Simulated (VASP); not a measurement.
# Ge (P6/mmm) in VASP: single point with PBE

Aim: the single point of Ge with PBE.

Program: VASP 6.6.1. These are calculated values, not measurements. Logs are shortened: lines on timing, memory, paths and dates and some standing lists are left out, and cuts for length are marked.

### Step 1. The cell of the first run

Symmetry: P6/mmm, No. 191, hexagonal system. The conventional cell has a = 8.322 Å, b = 8.322 Å, c = 2.796 Å, α = 90.00°, β = 90.00°, γ = 120.00°. Ge (site symmetry m2m) has 9 Ge at 2.75 to 3.10 Å within 3.6 Å. Ge (site symmetry -6m2) has 14 Ge at 2.80 to 3.10 Å within 3.7 Å.

This isn't the form of Ge at room conditions, which is diamond.

### Step 2. Single point, PBE

INCAR

```
PREC     = Accurate       # precision mode
ENCUT    = 500            # plane-wave cutoff, eV
EDIFF    = 1E-6           # SCF threshold, eV
ISMEAR   = 0              # smearing method
SIGMA    = 0.1            # smearing width, eV
LREAL    = False          # projectors in reciprocal space
LASPH    = True           # aspherical terms in the spheres
NELM     = 120            # most SCF steps
ALGO     = Normal         # electronic algorithm
ISIF     = 2              # what is computed and relaxed
LWAVE    = False          # write WAVECAR
LCHARG   = False          # write CHGCAR
GGA      = PE             # functional
NBANDS   = 66             # bands
GGA_COMPAT= False
```

KPOINTS

```
Automatic mesh
0
Gamma
  6 6 12
```

POSCAR

```
Ge
1.0
    8.3218470426      0.0000000000      0.0000000000
   -4.1609235213      7.2069309453      0.0000000000
    0.0000000000      0.0000000000      2.7956700936
Ge
8
Direct
    0.3347771827      0.0000000000      0.0000000000
    0.0000000000      0.3347771827      0.0000000000
    0.6652228173      0.6652228173      0.0000000000
    0.6652228173      0.0000000000      0.0000000000
    0.0000000000      0.6652228173      0.0000000000
    0.3347771827      0.3347771827      0.0000000000
    0.3333333333      0.6666666667      0.5000000000
    0.6666666667      0.3333333333      0.5000000000
```

Potentials or basis: VASP PAW PBE potentials, release 64 (Ge_d).

Started as:

```
$ cat potpaw_PBE.64/Ge_d/POTCAR > POTCAR
$ mpirun -np 1 vasp_std > vasp.out
```

OUTCAR:

```text
PREC = Accurate
   ENCUT = 500
   EDIFF = 1E-6
   ISMEAR = 0
   LREAL = False
   LASPH = True
   NELM = 120
   ISIF = 2
   GGA = PE

 ion  position               nearest neighbor table
   1  0.335  0.000  0.000-   4 2.75   5 2.79   6 2.79
   2  0.000  0.335  0.000-   5 2.75   4 2.79   6 2.79
   3  0.665  0.665  0.000-   6 2.75   4 2.79   5 2.79
   4  0.665  0.000  0.000-   1 2.75   2 2.79   3 2.79
   5  0.000  0.665  0.000-   2 2.75   1 2.79   3 2.79
   6  0.335  0.335  0.000-   3 2.75   1 2.79   2 2.79
   7  0.333  0.667  0.500-
   8  0.667  0.333  0.500-

  LATTYP: Found a hexagonal cell.
 ALAT       =     8.3218470426
 C/A-ratio  =     0.3359434605

  Lattice vectors:

 A1 = (   8.3218470426,   0.0000000000,   0.0000000000)
 A2 = (  -4.1609235213,   7.2069309453,   0.0000000000)
 A3 = (   0.0000000000,   0.0000000000,   2.7956700936)

Analysis of symmetry for initial positions (statically):
=====================================================================
 Subroutine PRICEL returns:
 Original cell was already a primitive cell.

 Routine SETGRP: Setting up the symmetry group for a
 hexagonal supercell.

 Subroutine GETGRP returns: Found 24 space group operations
 (whereof 24 operations were pure point group operations)
 out of a pool of 24 trial point group operations.

The static configuration has the point symmetry D_6h.

Analysis of symmetry for dynamics (positions and initial velocities):
=====================================================================
 Subroutine PRICEL returns:
 Original cell was already a primitive cell.

 Routine SETGRP: Setting up the symmetry group for a
 hexagonal supercell.

 Subroutine GETGRP returns: Found 24 space group operations
 (whereof 24 operations were pure point group operations)
 out of a pool of 24 trial point group operations.

The dynamic configuration has the point symmetry D_6h.

 Subroutine INISYM returns: Found 24 space group operations
 (whereof 24 operations are pure point group operations),
 and found     1 'primitive' translations

----------------------------------------------------------------------------------------

                                     Primitive cell

  volume of cell :     167.6702

  direct lattice vectors                    reciprocal lattice vectors
     8.321847043  0.000000000  0.000000000     0.120165631  0.069377659  0.000000000
    -4.160923521  7.206930945  0.000000000     0.000000000  0.138755319  0.000000000
     0.000000000  0.000000000  2.795670094     0.000000000  0.000000000  0.357695996

  length of vectors
     8.321847043  8.321847043  2.795670094     0.138755319  0.138755319  0.357695996

  position of ions in fractional coordinates (direct lattice)
     0.334777183  0.000000000  0.000000000
     0.000000000  0.334777183  0.000000000
     0.665222817  0.665222817  0.000000000
     0.665222817  0.000000000  0.000000000
     0.000000000  0.665222817  0.000000000
     0.334777183  0.334777183  0.000000000
     0.333333333  0.666666667  0.500000000
     0.666666667  0.333333333  0.500000000

  ion indices of the primitive-cell ions
   primitive index   ion index
                 1           1
                 2           2
                 3           3
                 4           4
                 5           5
                 6           6
                 7           7
                 8           8

----------------------------------------------------------------------------------------

 KPOINTS: Automatic mesh

Automatic generation of k-mesh.
 Grid dimensions read from file:
 generate k-points for:    6    6   12

 Generating k-lattice:

  Cartesian coordinates                     Fractional coordinates (reciprocal lattice)
     0.020027605  0.011562943  0.000000000     0.166666667  0.000000000  0.000000000
     0.000000000  0.023125886  0.000000000     0.000000000  0.166666667  0.000000000
     0.000000000  0.000000000  0.029808000     0.000000000  0.000000000  0.083333333

  Length of vectors
     0.023125886  0.023125886  0.029808000

  Shift w.r.t. Gamma in fractional coordinates (k-lattice)
     0.000000000  0.000000000  0.000000000

 Subroutine IBZKPT returns following result:
 ===========================================

 Found     49 irreducible k-points:

 Following reciprocal coordinates:
            Coordinates               Weight
  0.000000  0.000000  0.000000      1.000000
  0.166667  0.000000  0.000000      6.000000
  0.333333  0.000000  0.000000      6.000000
  0.500000  0.000000  0.000000      3.000000
  0.166667  0.166667  0.000000      6.000000
  0.333333  0.166667  0.000000     12.000000
[... 16 lines left out ...]
  0.166667  0.000000  0.250000     12.000000
  0.333333  0.000000  0.250000     12.000000
 [... further k-points ...]
   k-points           NKPTS =     49   k-points in BZ     NKDIM =     49   number of bands    NBANDS=     66
   number of dos      NEDOS =    301   number of ions     NIONS =      8
   total plane-waves  NPLWV =  81920
   dimension x,y,z NGX =    64 NGY =   64 NGZ =   20
   dimension x,y,z NGXF=   128 NGYF=  128 NGZF=   40
   ions per type =               8
   NGX,Y,Z   is equivalent  to a cutoff of  12.79, 12.79, 11.89 a.u.
   NGXF,Y,Z  is equivalent  to a cutoff of  25.57, 25.57, 23.79 a.u.
 SYSTEM =  unknown system
   PREC   = accura    normal or accurate (medium, high low for compatibility)
   ISTART =      0    job   : 0-new  1-cont  2-samecut
   ICHARG =      2    charge: 1-file 2-atom 10-const
   ISPIN  =      1    spin polarized calculation?
   LNONCOLLINEAR =      F non collinear calculations
   LSORBIT =      F    spin-orbit coupling
   LASPH  =      T    aspherical Exc in radial PAW
   ENCUT  =  500.0 eV  36.75 Ry    6.06 a.u.  15.17 15.17  5.10*2*pi/ulx,y,z
   NELM   =    120;   NELMIN=  2; NELMDL= -5     # of ELM steps
   EDIFF  = 0.1E-05   stopping-criterion for ELM
   LREAL  =      F    real-space projection
   EDIFFG = 0.1E-04   stopping-criterion for IOM
   NSW    =      0    number of steps for IOM
   IBRION =     -1    ionic relax: 0-MD 1-quasi-New 2-CG
   NFREE  =      0    steps in history (QN), initial steepest desc. (CG)
   ISIF   =      2    stress and relaxation
   ISYM   =      2    0-nonsym 1-usesym 2-fastsym
   POTIM  = 0.5000    time-step for ionic-motion
   TEBEG  =    0.0;   TEEND  =   0.0 temperature during run
   PSTRESS=    0.0 pullay stress
   NELECT =     112.0000    total number of electrons
   NUPDOWN=      -1.0000    fix difference up-down
   EMIN   =  10.00;   EMAX   =-10.00  energy-range for DOS
   EFERMI =   0.00;   METHOD = LEGACY
   ISMEAR =     0;   SIGMA  =   0.10  broadening in eV -4-tet -1-fermi 0-gaus
   EFERMI_NEDOS =   21; number of points for ismear=-14 and -15
   IALGO  =     38    algorithm
   IMIX   =      4    mixing-type and parameters
     AMIX     =   0.40;   BMIX     =  1.00
     AMIX_MAG =   1.60;   BMIX_MAG =  1.00
  volume/ion in A,a.u.               =      20.96       141.44
  Fermi-wavevector in a.u.,A,eV,Ry     =   1.431074  2.704338 27.864371  2.047974
  Thomas-Fermi vector in A             =   2.550850
   LORBIT       =      0    0 simple, 1 ext, 2 COOP (PROOUT), +10 PAW based schemes
   GGA     = PE    functional components
   LHFCALC =     F    Hartree Fock is set to
   AEXX    =    0.0000 exact exchange contribution
   IVDW    =     0    specifies the selected vdW correction
   LEPSILON=     F    determine dielectric tensor
   LRPA    =     F    only Hartree local field effects (RPA)
 non-spin polarized calculation
 Gauss-broadening in eV      SIGMA  =   0.10
  energy-cutoff  :      500.00
  volume of cell :      167.67
 maximum number of plane-waves:      4294
 NGX is ok and might be reduce to    64
   NGX = 31   NGY = 31   NGZ = 11

 number of electron     112.0000052 magnetization

 Free energy of the ion-electron system (eV)
  ---------------------------------------------------
  ext. energy  EPLUGINS =         0.00000000
  ---------------------------------------------------
  free energy    TOTEN  =       -33.51555070 eV

  energy without entropy =      -33.49869871  energy(sigma->0) =      -33.50712471

 E-fermi :   5.6087     XC(G=0): -10.5639

 val. band max:        5.5942939076   @ k =   0.1667   0.0000   0.4167
 cond. band min:       5.6168193757   @ k =   0.3333   0.0000   0.3333
 fundamental gap:      0.0225254681
 Fermi energy:         5.6086722085

 k-point     1 :       0.0000    0.0000    0.0000
  band No.  band energies     occupation
      1     -19.2676      2.00000
      2     -19.2664      2.00000
      3     -19.2096      2.00000
      4     -19.2096      2.00000
      5     -19.2065      2.00000
      6     -19.2065      2.00000
[... 58 lines left out ...]
     65      13.0417      0.00000
     66      13.2510      0.00000

 k-point     2 :       0.1667    0.0000    0.0000
  band No.  band energies     occupation
      1     -19.2675      2.00000
      2     -19.2665      2.00000
      3     -19.2094      2.00000
      4     -19.2092      2.00000
      5     -19.2067      2.00000
      6     -19.2066      2.00000
[... 58 lines left out ...]
     65      12.5295      0.00000
     66      12.5478      0.00000

 k-point     3 :       0.3333    0.0000    0.0000
  band No.  band energies     occupation
      1     -19.2674      2.00000
      2     -19.2667      2.00000
      3     -19.2090      2.00000
      4     -19.2084      2.00000
      5     -19.2070      2.00000
      6     -19.2068      2.00000
[... 1438 lines left out ...]
     65       9.0020      0.00000
     66       9.9854      0.00000

 k-point    24 :       0.3333    0.0000    0.2500
  band No.  band energies     occupation
      1     -19.2052      2.00000
      2     -19.2047      2.00000
      3     -19.2040      2.00000
      4     -19.2040      2.00000
      5     -19.1896      2.00000
      6     -19.1892      2.00000
[... 58 lines left out ...]
     65       9.0898      0.00000
     66       9.4653      0.00000

 [... further k-points ...]

------------------------ aborting loop because EDIFF is reached ----------------------------------------

  FORCE on cell =-STRESS in cart. coord.  units (eV):
  Direction    XX          YY          ZZ          XY          YZ          ZX
  --------------------------------------------------------------------------------------
  -------------------------------------------------------------------------------------
  Total        0.0253394      0.0253394     -0.0096592      0.0000000     -0.0000000      0.0000000
  in kB        0.2421314      0.2421314     -0.0922984      0.0000000     -0.0000000      0.0000000
  external PRESSURE =       0.1306548 kB  Pullay stress =       0.0000000 kB

 VOLUME and BASIS-vectors are now :
 -----------------------------------------------------------------------------
  energy-cutoff  :      500.00
  volume of cell :      167.67
      direct lattice vectors                 reciprocal lattice vectors
     8.321847043  0.000000000  0.000000000     0.120165631  0.069377659  0.000000000
    -4.160923521  7.206930945  0.000000000     0.000000000  0.138755319  0.000000000
     0.000000000  0.000000000  2.795670094     0.000000000  0.000000000  0.357695996

 POSITION                                       TOTAL-FORCE (eV/Angst)
 -----------------------------------------------------------------------------------
      2.78596      0.00000      0.00000        -0.005547      0.000000     -0.000000
     -1.39298      2.41272      0.00000         0.002774     -0.004804     -0.000000
      2.76794      4.79421      0.00000         0.002774      0.004804      0.000000
      5.53588      0.00000      0.00000         0.005547      0.000000      0.000000
     -2.76794      4.79421      0.00000        -0.002774      0.004804      0.000000
      1.39298      2.41272      0.00000        -0.002774     -0.004804     -0.000000
     -0.00000      4.80462      1.39784        -0.000000      0.000000     -0.000000
      4.16092      2.40231      1.39784        -0.000000      0.000000      0.000000
 -----------------------------------------------------------------------------------
    total drift:                                0.000000     -0.000000      0.000000

  FREE ENERGIE OF THE ION-ELECTRON SYSTEM (eV)
  ---------------------------------------------------
  free  energy   TOTEN  =       -33.5155507016 eV

  energy  without entropy=      -33.4986987128  energy(sigma->0) =      -33.50712471
```

Wall time 7.3 min (1 thread of Oxide Virtual Turin-like, shared host); peak memory 0.45 GiB.

What came out:

| Property | Result |
| --- | --- |
| Free energy | -33.5156 eV |
| Pressure | 0.0 GPa |
| Largest force | 0.006 eV/Å |
| Band gap on the k mesh | zero (bands 56 and 57 overlap by 3.14 eV) |

Forces in eV/Å, atoms in the order of the input:
```
Ge  -0.006  0.000  0.000
Ge   0.003 -0.005  0.000
Ge   0.003  0.005  0.000
Ge   0.006  0.000  0.000
Ge  -0.003  0.005  0.000
Ge  -0.003 -0.005  0.000
Ge   0.000  0.000  0.000
Ge   0.000  0.000  0.000
```

Levels at points of the mesh, in eV from the Fermi level:
| k point | band 53 | band 54 | band 55 | band 56 | band 57 | band 58 | band 59 | band 60 |
| --- | --- | --- | --- | --- | --- | --- | --- | --- |
| (0.00, 0.00, 0.00) | -2.59 | -1.41 | -1.09 | -1.09 | 0.93 | 0.93 | 4.53 | 5.21 |
| (0.50, 0.00, 0.00) | -1.95 | -0.21 | 1.13 | 1.25 | 1.36 | 1.94 | 3.33 | 3.74 |
| (0.00, 0.00, 0.50) | -3.13 | -2.43 | -2.36 | -0.48 | -0.18 | -0.18 | 0.37 | 1.81 |
| (0.50, 0.00, 0.50) | -2.83 | -2.03 | -1.93 | -1.76 | -1.21 | -0.66 | 0.19 | 1.05 |

The gap in the log of VASP goes by the Fermi energy; the results here count the filled bands.